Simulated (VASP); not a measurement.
Wanted: the native input for a VASP 6.6.1 run.

* Task: relaxation of cell and atoms
* Functional: PBE
* Potentials or basis: VASP PAW PBE potentials, release 64 (Zn)
* Cutoff: 600 eV
* k mesh: 18 × 18 × 10
* Occupations: gaussian, width 0.1 eV
* Spin: no spin polarisation
* Dipole correction: no
* Further INCAR settings: ALGO = Fast; EDIFF = 1e-06; IBRION = 2; EDIFFG = -0.005; NSW = 100; ISIF = 3

The structure of Zn lies in POSCAR:

```
Zn
1.0
    2.6143598013      0.0000000000      0.0000000000
   -1.3071799007      2.2641020026      0.0000000000
    0.0000000000      0.0000000000      4.8731610200
Zn
2
Direct
    0.3333333300      0.6666666700      0.2500000000
    0.6666666700      0.3333333300      0.7500000000
```

One way to write it, as run:

INCAR

```
SYSTEM = Zn
PREC = Accurate ; ENCUT = 600
EDIFF = 1E-6 ; ISMEAR = 0
SIGMA = 0.1 ; LREAL = .FALSE.
LASPH = .TRUE. ; NELM = 100
ALGO = Fast ; ISIF = 3
LWAVE = .FALSE. ; LCHARG = .FALSE.
GGA = PE ; IBRION = 2
NSW = 100 ; EDIFFG = -0.005
```

KPOINTS

```
regular mesh
0
G
  18 18 10
  0 0 0
```

Potentials or basis: VASP PAW PBE potentials, release 64 (Zn).

Command:

```bash
$ cat potpaw_PBE.64/Zn/POTCAR > POTCAR
$ mpirun -np 1 vasp_std > vasp.out
```

It gave:

| Item | Value |
| --- | --- |
| Relaxed volume | 15.30 Å³/atom |
| Relaxed cell | a = 2.638 Å, b = 2.638 Å, c = 5.078 Å, α = 90.00°, β = 90.00°, γ = 120.00° |
| Space group after relaxing (to 0.05 Å) | P6_3/mmc (No. 194) |
| Energy gained by relaxing | 13.0 meV/atom |
| Ionic steps | 9 |
| Pressure after relaxing | 0.0 GPa |
| Band gap on the k mesh | zero (band 12 reaches 4.82 eV, above the bottom of band 13 at -0.38 eV) |

It took 4.6 min on 1 thread of Intel(R) Xeon(R) Platinum 8488C (Sapphire Rapids), with other jobs on the host, peak memory 0.24 GiB.
